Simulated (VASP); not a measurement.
A run of VASP 6.6.1:

File INCAR:

```
SYSTEM = AlN
ALGO = Normal
EDIFF = 1E-6
ENCUT = 520
GGA = PE
ISIF = 2
ISMEAR = 0
LASPH = .True.
LCHARG = .True.
LELF = .True.
LREAL = .False.
LVHAR = .True.
LWAVE = .False.
NBANDS = 16
NELM = 60
PREC = Accurate
SIGMA = 0.01
```

File KPOINTS:

```
k-points
0
Gamma
  6 6 4
  0 0 0
```

POSCAR

```
AlN
1.0
    2.8328531496      0.0000000000      0.0000000000
   -1.4164265748      2.4533227928      0.0000000000
    0.0000000000      0.0000000000      4.8410108813
Al N
2 2
Direct
    0.0000000000      0.0000000000      0.0000000000
    0.0000000000      0.0000000000      0.5000000000
    0.3333333333      0.6666666667      0.2500000000
    0.6666666667      0.3333333333      0.7500000000
```

Potentials or basis: VASP PAW PBE potentials, release 64 (Al, N).

Command:

```console
$ cat potpaw_PBE.64/Al/POTCAR potpaw_PBE.64/N/POTCAR > POTCAR
$ mpirun -np 1 vasp_std > vasp.out
```

Hardware: 1 thread of Intel(R) Xeon(R) Platinum 8488C (Sapphire Rapids) (shared host).

Q: Estimate the wall time of this run.

A: Run time: 8.6 s on 1 thread of Intel(R) Xeon(R) Platinum 8488C (Sapphire Rapids) (shared host), peak memory 0.14 GiB. Counts: scf iterations 12, k points 21.
